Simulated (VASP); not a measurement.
# CaCuI3 (Pm-3m) in VASP: single point with r2SCAN+rVV10

Aim: the single point of CaCuI3 with r2SCAN+rVV10.

All numbers are computed with VASP 6.6.1; they aren't measurements. Logs are shortened: lines on timing, memory, paths and dates and some standing lists are left out, and cuts for length are marked.

## Step 1: The cell of the first run

It takes space group Pm-3m (No. 221, cubic). The conventional cell has a = 5.449 Å, b = 5.449 Å, c = 5.449 Å, α = 90.00°, β = 90.00°, γ = 90.00°. Within 5.1 Å of Ca (site symmetry m-3m) lie 12 I at 3.85 Å and 8 Cu at 4.72 Å. Within 3.6 Å of Cu (site symmetry m-3m) lie 6 I at 2.72 Å. I (site symmetry 4/mmm) has 2 Cu at 2.72 Å within 3.6 Å.

## Step 2: Single point, r2SCAN+rVV10

Contents of POSCAR:

```
CaCuI3
1.0
    5.4485936735      0.0000000000      0.0000000000
    0.0000000000      5.4485936735      0.0000000000
    0.0000000000      0.0000000000      5.4485936735
Ca Cu I
1 1 3
Direct
    0.0000000000      0.0000000000      0.0000000000
    0.5000000000      0.5000000000      0.5000000000
    0.0000000000      0.5000000000      0.5000000000
    0.5000000000      0.0000000000      0.5000000000
    0.5000000000      0.5000000000      0.0000000000
```

Contents of INCAR.step1:

```
PREC = Accurate
ENCUT = 520
ISMEAR = -1
SIGMA = 0.03
LREAL = F
LASPH = T
NELM = 60
NBANDS = 29
GGA = PE
ALGO = Normal
EDIFF = 1E-4
LWAVE = T
LCHARG = F
```

Contents of INCAR.step2:

```
PREC = Accurate
ENCUT = 520
EDIFF = 1E-6
ISMEAR = -1
SIGMA = 0.03
LREAL = F
LASPH = T
NELM = 60
ALGO = Normal
ISIF = 2
LWAVE = F
LCHARG = T
METAGGA = R2SCAN
LMIXTAU = T
LUSE_VDW = T
IVDW_NL = 2
BPARAM = 11.95
CPARAM = 0.0093
LELF = T
LVHAR = T
NBANDS = 29
ISTART = 1
```

Contents of KPOINTS:

```
regular mesh
0
Gamma
  6 6 6
```

Potentials or basis: VASP PAW PBE potentials, release 64 (Ca_sv, Cu, I).

The run is started by

```sh
> cat potpaw_PBE.64/Ca_sv/POTCAR potpaw_PBE.64/Cu/POTCAR potpaw_PBE.64/I/POTCAR > POTCAR
> cp INCAR.step1 INCAR
> mpirun -np 1 vasp_std > vasp.out
> cp INCAR.step2 INCAR
> mpirun -np 1 vasp_std > vasp.out
```

OUTCAR:

```text
PREC = Accurate
   ENCUT = 520
   EDIFF = 1E-6
   ISMEAR = -1
   LREAL = F
   LASPH = T
   NELM = 60
   ISIF = 2
   METAGGA = R2SCAN
   IVDW_NL = 2
   BPARAM = 11.95
   ISTART = 1

 ion  position               nearest neighbor table
   1  0.000  0.000  0.000-
   2  0.500  0.500  0.500-   3 2.72   4 2.72   5 2.72   5 2.72   4 2.72   3 2.72
   3  0.000  0.500  0.500-   2 2.72   2 2.72
   4  0.500  0.000  0.500-   2 2.72   2 2.72
   5  0.500  0.500  0.000-   2 2.72   2 2.72

  LATTYP: Found a simple cubic cell.
 ALAT       =     5.4485936735

  Lattice vectors:

 A1 = (   5.4485936735,   0.0000000000,   0.0000000000)
 A2 = (   0.0000000000,   5.4485936735,   0.0000000000)
 A3 = (   0.0000000000,   0.0000000000,   5.4485936735)

Analysis of symmetry for initial positions (statically):
=====================================================================
 Subroutine PRICEL returns:
 Original cell was already a primitive cell.

 Routine SETGRP: Setting up the symmetry group for a
 simple cubic supercell.

 Subroutine GETGRP returns: Found 48 space group operations
 (whereof 48 operations were pure point group operations)
 out of a pool of 48 trial point group operations.

The static configuration has the point symmetry O_h .

Analysis of symmetry for dynamics (positions and initial velocities):
=====================================================================
 Subroutine PRICEL returns:
 Original cell was already a primitive cell.

 Routine SETGRP: Setting up the symmetry group for a
 simple cubic supercell.

 Subroutine GETGRP returns: Found 48 space group operations
 (whereof 48 operations were pure point group operations)
 out of a pool of 48 trial point group operations.

The dynamic configuration has the point symmetry O_h .

 Subroutine INISYM returns: Found 48 space group operations
 (whereof 48 operations are pure point group operations),
 and found     1 'primitive' translations

----------------------------------------------------------------------------------------

                                     Primitive cell

  volume of cell :     161.7533

  direct lattice vectors                    reciprocal lattice vectors
     5.448593673  0.000000000  0.000000000     0.183533598  0.000000000  0.000000000
     0.000000000  5.448593673  0.000000000     0.000000000  0.183533598  0.000000000
     0.000000000  0.000000000  5.448593673     0.000000000  0.000000000  0.183533598

[... 85 lines left out ...]
   LREAL  =      F    real-space projection
   EDIFFG = 0.1E-04   stopping-criterion for IOM
   NSW    =      0    number of steps for IOM
   IBRION =     -1    ionic relax: 0-MD 1-quasi-New 2-CG
   NFREE  =      0    steps in history (QN), initial steepest desc. (CG)
   ISIF   =      2    stress and relaxation
   ISYM   =      2    0-nonsym 1-usesym 2-fastsym
   POTIM  = 0.5000    time-step for ionic-motion
   TEBEG  =    0.0;   TEEND  =   0.0 temperature during run
   PSTRESS=    0.0 pullay stress
   NELECT =      42.0000    total number of electrons
   NUPDOWN=      -1.0000    fix difference up-down
   EMIN   =  10.00;   EMAX   =-10.00  energy-range for DOS
   EFERMI =   0.00;   METHOD = LEGACY
   ISMEAR =    -1;   SIGMA  =   0.03  broadening in eV -4-tet -1-fermi 0-gaus
   EFERMI_NEDOS =   21; number of points for ismear=-14 and -15
   IALGO  =     38    algorithm
   IMIX   =      4    mixing-type and parameters
     AMIX     =   0.40;   BMIX     =  1.00
     AMIX_MAG =   1.60;   BMIX_MAG =  1.00
  volume/ion in A,a.u.               =      32.35       218.31
  Fermi-wavevector in a.u.,A,eV,Ry     =   1.044416  1.973660 14.841299  1.090805
  Thomas-Fermi vector in A             =   2.179168
   LORBIT       =      0    0 simple, 1 ext, 2 COOP (PROOUT), +10 PAW based schemes
   METAGGA = R2SCAN    functional components
   LHFCALC =     F    Hartree Fock is set to
   AEXX    =    0.0000 exact exchange contribution
   IVDW_NL    =     2    kernel type
   BPARAM     =11.9500
   IVDW    =     0    specifies the selected vdW correction
   LEPSILON=     F    determine dielectric tensor
   LRPA    =     F    only Hartree local field effects (RPA)
 non-spin polarized calculation
  energy-cutoff  :      520.00
  volume of cell :      161.75
 maximum number of plane-waves:      4388
 NGX is ok and might be reduce to    42
   NGX = 21   NGY = 21   NGZ = 21

 number of electron      41.9999995 magnetization

 Free energy of the ion-electron system (eV)
  ---------------------------------------------------
  ext. energy  EPLUGINS =         0.00000000
  ---------------------------------------------------
  free energy    TOTEN  =       -93.84304395 eV

  energy without entropy =      -93.83824995  energy(sigma->0) =      -93.84064695

 E-fermi :   5.2776     XC(G=0):  -9.1862

 val. band max:        5.2763961259   @ k =   0.1667   0.1667   0.0000
 cond. band min:       5.3077555278   @ k =   0.5000   0.5000   0.0000
 fundamental gap:      0.0313594019
 Fermi energy:         5.2775504591

 k-point     1 :       0.0000    0.0000    0.0000
  band No.  band energies     occupation
      1     -40.7953      2.00000
      2     -20.8262      2.00000
      3     -20.8262      2.00000
      4     -20.8262      2.00000
      5      -9.5934      2.00000
      6      -8.2268      2.00000
[... 629 lines left out ...]
     28       9.4476      0.00000
     29       9.4476      0.00000

------------------------ aborting loop because EDIFF is reached ----------------------------------------

  FORCE on cell =-STRESS in cart. coord.  units (eV):
  Direction    XX          YY          ZZ          XY          YZ          ZX
  --------------------------------------------------------------------------------------
  -------------------------------------------------------------------------------------
  Total        0.0665100      0.0665100      0.0665100      0.0000000      0.0000000     -0.0000000
  in kB        0.6587857      0.6587857      0.6587857      0.0000000      0.0000000     -0.0000000
  external PRESSURE =       0.6587857 kB  Pullay stress =       0.0000000 kB

 VOLUME and BASIS-vectors are now :
 -----------------------------------------------------------------------------
  energy-cutoff  :      520.00
  volume of cell :      161.75
      direct lattice vectors                 reciprocal lattice vectors
     5.448593673  0.000000000  0.000000000     0.183533598  0.000000000  0.000000000
     0.000000000  5.448593673  0.000000000     0.000000000  0.183533598  0.000000000
     0.000000000  0.000000000  5.448593673     0.000000000  0.000000000  0.183533598

 POSITION                                       TOTAL-FORCE (eV/Angst)
 -----------------------------------------------------------------------------------
      0.00000      0.00000      0.00000         0.000000      0.000000      0.000000
      2.72430      2.72430      2.72430         0.000000      0.000000      0.000000
      0.00000      2.72430      2.72430         0.000000      0.000000      0.000000
      2.72430      0.00000      2.72430         0.000000      0.000000      0.000000
      2.72430      2.72430      0.00000         0.000000      0.000000      0.000000
 -----------------------------------------------------------------------------------
    total drift:                                0.000000     -0.000000     -0.000000

  FREE ENERGIE OF THE ION-ELECTRON SYSTEM (eV)
  ---------------------------------------------------
  free  energy   TOTEN  =       -93.8430439519 eV

  energy  without entropy=      -93.8382499453  energy(sigma->0) =      -93.84064695
```

OUTCAR.step1:

```text
PREC = Accurate
   ENCUT = 520
   ISMEAR = -1
   LREAL = F
   LASPH = T
[... 864 lines left out ...]
      2.72430      2.72430      2.72430         0.000000      0.000000      0.000000
      0.00000      2.72430      2.72430         0.000000      0.000000      0.000000
      2.72430      0.00000      2.72430         0.000000      0.000000      0.000000
      2.72430      2.72430      0.00000         0.000000      0.000000      0.000000
 -----------------------------------------------------------------------------------
    total drift:                                0.000000     -0.000000     -0.000000

  FREE ENERGIE OF THE ION-ELECTRON SYSTEM (eV)
  ---------------------------------------------------
  free  energy   TOTEN  =       -13.0739040068 eV

  energy  without entropy=      -13.0717770842  energy(sigma->0) =      -13.07284055
```

Run time: 14 min. Hardware: 1 thread of AMD EPYC 7R43 (Zen 3), shared host; peak memory 0.56 GiB.

Results:

```
Free energy            : -93.8430 eV
Pressure               : 0.1 GPa
Band gap on the k mesh : zero (band 21 reaches 5.34 eV, above the bottom of band 22 at 4.58 eV)
```

Levels at points of the mesh, in eV from the Fermi level:
```tsv
k point	band 19	band 20	band 21	band 22	band 23	band 24
(0.00, 0.00, 0.00)	-2.30	-2.30	-2.30	-0.70	0.83	0.83
(0.50, 0.00, 0.00)	-2.05	-2.05	-1.85	1.24	1.33	1.80
(0.50, 0.50, 0.00)	-2.07	-1.90	0.03	1.24	1.42	1.87
(0.50, 0.50, 0.50)	-1.81	-0.01	0.06	0.06	1.37	1.37
```

Caveat: the PAW data sets were made with another functional, which shifts forces and pressure a little; spin-orbit coupling is left out, which moves the levels of the heavy elements; semilocal functionals often make such compounds metallic where correlation or magnetic order opens a gap, which also shifts bond lengths.
